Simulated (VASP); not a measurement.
# WS (Pm-3m) in VASP: single point with PBE0

Aim: the single point of WS with PBE0.

Everything below comes from runs of VASP 6.6.1. Logs are shortened: lines on timing, memory, paths and dates and some standing lists are left out, and cuts for length are marked.

## 1. The cell of the first run

Symmetry: Pm-3m, No. 221, cubic system. The conventional cell has a = 3.445 Å, b = 3.445 Å, c = 3.445 Å, α = 90.00°, β = 90.00°, γ = 90.00°. Within 3.9 Å of W (site symmetry m-3m) lie 8 S at 2.98 Å and 6 W at 3.44 Å. S (site symmetry m-3m) has 8 W at 2.98 Å and 6 S at 3.44 Å within 3.9 Å.

## 2. Single point, PBE0, non-collinear spin, zero start, spin-orbit coupling

POSCAR

```
WS
1.0
    3.4448484800      0.0000000000      0.0000000000
    0.0000000000      3.4448484800      0.0000000000
    0.0000000000      0.0000000000      3.4448484800
W S
1 1
Direct
    0.5000000000      0.5000000000      0.5000000000
    0.0000000000      0.0000000000      0.0000000000
```

INCAR.step1

```
SYSTEM = WS
PREC     = Accurate       ! precision mode
ENCUT    = 400            ! plane-wave cutoff, eV
EDIFF    = 1E-5           ! SCF threshold, eV
ISMEAR   = -1             ! smearing method
SIGMA    = 0.05           ! smearing width, eV
LREAL    = .FALSE.        ! projectors in reciprocal space
LASPH    = .TRUE.         ! aspherical terms in the spheres
NELM     = 200            ! most SCF steps
ALGO     = Normal         ! electronic algorithm
ISIF     = 2              ! what is computed and relaxed
LWAVE    = .TRUE.         ! write WAVECAR
LNONCOLLINEAR= .TRUE.         ! non-collinear magnetism
MAGMOM   = 0 0 0 0 0 0    ! initial moments
LORBIT   = 11             ! projections on sites
LSORBIT  = .TRUE.         ! spin-orbit coupling
GGA_COMPAT= .FALSE.      
LORBMOM  = .TRUE.       
LMAXMIX  = 4              ! l up to which the mixer works
NBANDS   = 32             ! bands
GGA      = PE             ! functional
```

INCAR.step2

```
SYSTEM = WS
PREC     = Accurate       ! precision mode
ENCUT    = 400            ! plane-wave cutoff, eV
EDIFF    = 1E-6           ! SCF threshold, eV
ISMEAR   = -1             ! smearing method
SIGMA    = 0.05           ! smearing width, eV
LREAL    = .FALSE.        ! projectors in reciprocal space
LASPH    = .TRUE.         ! aspherical terms in the spheres
NELM     = 200            ! most SCF steps
ALGO     = Normal         ! electronic algorithm
ISIF     = 2              ! what is computed and relaxed
LWAVE    = .FALSE.        ! write WAVECAR
LCHARG   = .TRUE.         ! write CHGCAR
LNONCOLLINEAR= .TRUE.         ! non-collinear magnetism
MAGMOM   = 0 0 0 0 0 0    ! initial moments
LORBIT   = 11             ! projections on sites
LSORBIT  = .TRUE.         ! spin-orbit coupling
GGA_COMPAT= .FALSE.      
LORBMOM  = .TRUE.       
LMAXMIX  = 4              ! l up to which the mixer works
GGA      = PE             ! functional
LHFCALC  = .TRUE.         ! exact exchange
AEXX     = 0.25           ! exact-exchange fraction
PRECFOCK = Normal       
LVHAR    = .TRUE.       
NBANDS   = 32             ! bands
ISTART   = 1
```

KPOINTS

```
regular mesh
0
G
  4 4 4
  0 0 0
```

Potentials or basis: VASP PAW PBE potentials, release 64 (W_sv, S).

Run with:

```bash
$ cat potpaw_PBE.64/W_sv/POTCAR potpaw_PBE.64/S/POTCAR > POTCAR
$ cp INCAR.step1 INCAR
$ mpirun -np 1 vasp_ncl > vasp.out
$ cp INCAR.step2 INCAR
$ mpirun -np 1 vasp_ncl > vasp.out
```

OUTCAR:

```text
SYSTEM = WS
   PREC = Accurate
   ENCUT = 400
   EDIFF = 1E-6
   ISMEAR = -1
   LREAL = .FALSE.
   LASPH = .TRUE.
   NELM = 200
   ISIF = 2
   LNONCOLLINEAR = .TRUE.
   LORBIT = 11
   LSORBIT = .TRUE.
   GGA = PE
   LHFCALC = .TRUE.
   AEXX = 0.25
   PRECFOCK = Normal
   ISTART = 1

 ion  position               nearest neighbor table
   1  0.500  0.500  0.500-   2 2.98   2 2.98   2 2.98   2 2.98   2 2.98   2 2.98   2 2.98   2 2.98

   2  0.000  0.000  0.000-   1 2.98   1 2.98   1 2.98   1 2.98   1 2.98   1 2.98   1 2.98   1 2.98

  LATTYP: Found a simple cubic cell.
 ALAT       =     3.4448484800

  Lattice vectors:

 A1 = (   3.4448484800,   0.0000000000,   0.0000000000)
 A2 = (   0.0000000000,   3.4448484800,   0.0000000000)
 A3 = (   0.0000000000,   0.0000000000,   3.4448484800)

Analysis of symmetry for initial positions (statically):
=====================================================================
 Subroutine PRICEL returns:
 Original cell was already a primitive cell.

 Routine SETGRP: Setting up the symmetry group for a
 simple cubic supercell.

 Subroutine GETGRP returns: Found 48 space group operations
 (whereof 48 operations were pure point group operations)
 out of a pool of 48 trial point group operations.

The static configuration has the point symmetry O_h .

Analysis of symmetry for dynamics (positions and initial velocities):
=====================================================================
 Subroutine PRICEL returns:
 Original cell was already a primitive cell.

 Routine SETGRP: Setting up the symmetry group for a
 simple cubic supercell.

 Subroutine GETGRP returns: Found 48 space group operations
 (whereof 48 operations were pure point group operations)
 out of a pool of 48 trial point group operations.

The dynamic configuration has the point symmetry O_h .

Analysis of structural, dynamic, and magnetic symmetry:
=====================================================================
 Subroutine PRICEL returns:
 Original cell was already a primitive cell.

 Routine SETGRP: Setting up the symmetry group for a
 simple cubic supercell.

 Subroutine GETGRP returns: Found 48 space group operations
 (whereof 48 operations were pure point group operations)
 out of a pool of 48 trial point group operations.

The overall configuration has the point symmetry O_h .

 Subroutine INISYM returns: Found 48 space group operations
 (whereof 48 operations are pure point group operations),
 and found     1 'primitive' translations
[... 518 lines left out ...]
      0.00000      0.00000      0.00000         0.000000      0.000000      0.000000
 -----------------------------------------------------------------------------------
    total drift:                               -0.000000     -0.000000      0.000000

  FREE ENERGIE OF THE ION-ELECTRON SYSTEM (eV)
  ---------------------------------------------------
  free  energy   TOTEN  =       -19.6040960592 eV

  energy  without entropy=      -19.5917762933  energy(sigma->0) =      -19.59793618

 orbital moment (x)

 # of ion     p       d       tot
 ----------------------------------------
  1        -0.000  -0.000  -0.000
  2         0.000   0.000   0.000
 ----------------------------------------
            0.000  -0.000  -0.000

 orbital moment (y)

 # of ion     p       d       tot
 ----------------------------------------
  1        -0.000  -0.000  -0.000
  2         0.000   0.000   0.000
 ----------------------------------------
            0.000  -0.000  -0.000

 orbital moment (z)

 # of ion     p       d       tot
 ----------------------------------------
  1        -0.000  -0.000  -0.000
  2         0.000   0.000   0.000
 ----------------------------------------
            0.000  -0.000  -0.000

 Spin-Orbit-Coupling matrix elements

 Ion:    1  E_soc:     -2.0504487
 l=   1
     0.0000000    -0.2224163    -0.2224163
    -0.2224163     0.0000000    -0.2224163
    -0.2224163    -0.2224163     0.0000000
 l=   2
     0.0000000    -0.0153673     0.0000000    -0.0153673    -0.1039579
    -0.0153673     0.0000000    -0.0779685    -0.0153673    -0.0259895
     0.0000000    -0.0779685     0.0000000    -0.0779685     0.0000000
    -0.0153673    -0.0153673    -0.0779685     0.0000000    -0.0259895
    -0.1039579    -0.0259895     0.0000000    -0.0259895     0.0000000
 l=   3
     0.0000000     0.0000000     0.0000000     0.0000000     0.0000000     0.0000000     0.0000000
     0.0000000     0.0000000     0.0000000     0.0000000     0.0000000     0.0000000     0.0000000
     0.0000000     0.0000000     0.0000000     0.0000000     0.0000000     0.0000000     0.0000000
     0.0000000     0.0000000     0.0000000     0.0000000     0.0000000     0.0000000     0.0000000
     0.0000000     0.0000000     0.0000000     0.0000000     0.0000000     0.0000000     0.0000000
     0.0000000     0.0000000     0.0000000     0.0000000     0.0000000     0.0000000     0.0000000
     0.0000000     0.0000000     0.0000000     0.0000000     0.0000000     0.0000000     0.0000000

 Ion:    2  E_soc:     -0.0013112
 l=   1
     0.0000000    -0.0002185    -0.0002185
    -0.0002185     0.0000000    -0.0002185
    -0.0002185    -0.0002185     0.0000000
 l=   2
     0.0000000     0.0000000     0.0000000     0.0000000     0.0000000
     0.0000000     0.0000000     0.0000000     0.0000000     0.0000000
     0.0000000     0.0000000     0.0000000     0.0000000     0.0000000
     0.0000000     0.0000000     0.0000000     0.0000000     0.0000000
     0.0000000     0.0000000     0.0000000     0.0000000     0.0000000
 l=   3
     0.0000000     0.0000000     0.0000000     0.0000000     0.0000000     0.0000000     0.0000000
     0.0000000     0.0000000     0.0000000     0.0000000     0.0000000     0.0000000     0.0000000
     0.0000000     0.0000000     0.0000000     0.0000000     0.0000000     0.0000000     0.0000000
     0.0000000     0.0000000     0.0000000     0.0000000     0.0000000     0.0000000     0.0000000
     0.0000000     0.0000000     0.0000000     0.0000000     0.0000000     0.0000000     0.0000000
     0.0000000     0.0000000     0.0000000     0.0000000     0.0000000     0.0000000     0.0000000
     0.0000000     0.0000000     0.0000000     0.0000000     0.0000000     0.0000000     0.0000000

 total charge

# of ion       s       p       d       tot
------------------------------------------
    1        2.245   6.078   3.135  11.457
    2        1.364   2.160   0.000   3.524
--------------------------------------------------
tot          3.609   8.238   3.135  14.982

 magnetization (x)

# of ion       s       p       d       tot
------------------------------------------
    1       -0.000  -0.000  -0.000  -0.000
    2        0.000   0.000   0.000   0.000
--------------------------------------------------
tot         -0.000  -0.000  -0.000  -0.000

 magnetization (y)

# of ion       s       p       d       tot
------------------------------------------
    1       -0.000  -0.000   0.000  -0.000
    2        0.000   0.000   0.000   0.000
--------------------------------------------------
tot         -0.000   0.000   0.000  -0.000

 magnetization (z)

# of ion       s       p       d       tot
------------------------------------------
    1        0.000  -0.000  -0.000  -0.000
    2       -0.000  -0.000   0.000  -0.000
--------------------------------------------------
tot         -0.000  -0.000  -0.000  -0.000
```

OUTCAR.step1:

```text
SYSTEM = WS
   PREC = Accurate
   ENCUT = 400
   EDIFF = 1E-5
   ISMEAR = -1
   LREAL = .FALSE.
   LASPH = .TRUE.
   NELM = 200
   ISIF = 2
   LNONCOLLINEAR = .TRUE.
   LORBIT = 11
   LSORBIT = .TRUE.
   GGA = PE

[... 665 lines left out ...]

 magnetization (y)

# of ion       s       p       d       tot
------------------------------------------
    1        0.000   0.000   0.000   0.000
    2        0.000   0.000   0.000   0.000
--------------------------------------------------
tot          0.000   0.000   0.000   0.000

 magnetization (z)

# of ion       s       p       d       tot
------------------------------------------
    1       -0.000  -0.000   0.000  -0.000
    2        0.000   0.000   0.000   0.000
--------------------------------------------------
tot          0.000   0.000   0.000   0.000
```

OSZICAR.step1:

```text
N       E                     dE             d eps       ncg     rms          rms(c)
DAV:   1     0.175679821608E+03    0.17568E+03   -0.95908E+03   664   0.105E+03
DAV:   2    -0.777586924964E+01   -0.18346E+03   -0.17680E+03   760   0.340E+02
DAV:   3    -0.162941839063E+02   -0.85183E+01   -0.82274E+01   784   0.724E+01
DAV:   4    -0.164519732616E+02   -0.15779E+00   -0.15747E+00   712   0.103E+01
DAV:   5    -0.164546964407E+02   -0.27232E-02   -0.27229E-02   760   0.141E+00    0.124E+01
DAV:   6    -0.154209550375E+02    0.10337E+01   -0.29138E+00   696   0.143E+01    0.448E+00
DAV:   7    -0.153461274356E+02    0.74828E-01   -0.17299E-01   680   0.325E+00    0.231E+00
DAV:   8    -0.153321168659E+02    0.14011E-01   -0.62461E-02   680   0.166E+00    0.632E-01
DAV:   9    -0.153321621563E+02   -0.45290E-04   -0.10261E-03   736   0.262E-01    0.291E-01
DAV:  10    -0.153321897958E+02   -0.27639E-04   -0.29856E-04   704   0.178E-01    0.132E-01
DAV:  11    -0.153322499188E+02   -0.60123E-04   -0.12933E-04   672   0.117E-01    0.206E-02
DAV:  12    -0.153322532661E+02   -0.33474E-05   -0.10789E-05   512   0.350E-02
   1 F= -.15332253E+02 E0= -.15323325E+02  d E =-.178557E-01  mag=     0.0000     0.0000    -0.0000
```

Wall time 52 min (1 thread of Intel Xeon 8259CL, shared host); peak memory 0.21 GiB.

What came out:

| Item | Value |
| --- | --- |
| Free energy | -19.6041 eV |
| Pressure | -36.4 GPa |
| Net moment | 0.00 μB per cell |
| Valence electrons inside the program's atomic spheres | W 11.46; S 3.52 |

Moments on the atoms (μB; x, y, z):
```
W   0.00 0.00 0.00
S   0.00 0.00 0.00
```

Caveat: the k points lie up to 0.46 Å⁻¹ apart; the PAW data sets were made with another functional, which shifts forces and pressure a little.
